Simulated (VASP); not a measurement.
Set up this calculation in VASP 6.6.1, as the native input.

* Task: single point
* Functional: PBEsol
* Potentials or basis: VASP PAW PBE potentials, release 64 (C)
* Cutoff: 520 eV
* k mesh: 6 × 6 × 6
* Occupations: gaussian, width 0.01 eV
* Spin: no spin polarisation
* Dipole correction: no
* Further INCAR settings: ALGO = Normal; EDIFF = 1e-06; NBANDS = 11

The structure of C lies in POSCAR:

```
C
1.0
    0.0000000000      1.7833700000      1.7833700000
    1.7833700000      0.0000000000      1.7833700000
    1.7833700000      1.7833700000      0.0000000000
C
2
Direct
    0.0000000000      0.0000000000      0.0000000000
    0.2500000000      0.2500000000      0.2500000000
```

These files were run (other wordings do the same):

INCAR

```
PREC     = Accurate       # precision mode
ENCUT    = 520            # plane-wave cutoff, eV
EDIFF    = 1E-6           # SCF threshold, eV
ISMEAR   = 0              # smearing method
SIGMA    = 0.01           # smearing width, eV
LREAL    = F              # projectors in reciprocal space
LASPH    = T              # aspherical terms in the spheres
NELM     = 60             # most SCF steps
ALGO     = Normal         # electronic algorithm
ISIF     = 2              # what is computed and relaxed
LWAVE    = F              # write WAVECAR
LCHARG   = T              # write CHGCAR
GGA      = PS             # functional
LELF     = T              # ELF
LVHAR    = T            
NBANDS   = 11             # bands
```

KPOINTS

```
Automatic mesh
0
Gamma
  6 6 6
```

Potentials or basis: VASP PAW PBE potentials, release 64 (C).

The run is started by

```console
$ cat potpaw_PBE.64/C/POTCAR > POTCAR
$ mpirun -np 1 vasp_std > vasp.out
```

It gave:

```
Pressure               : -3.7 GPa
Band gap on the k mesh : 4.03 eV, indirect (least direct gap 5.54 eV)
```

Caveat: the k points lie up to 0.51 Å⁻¹ apart; the PAW data sets were made with another functional, which shifts forces and pressure a little.

It took 5.8 s on 1 thread of AMD EPYC 7R13, with other jobs on the host, peak memory 0.08 GiB.
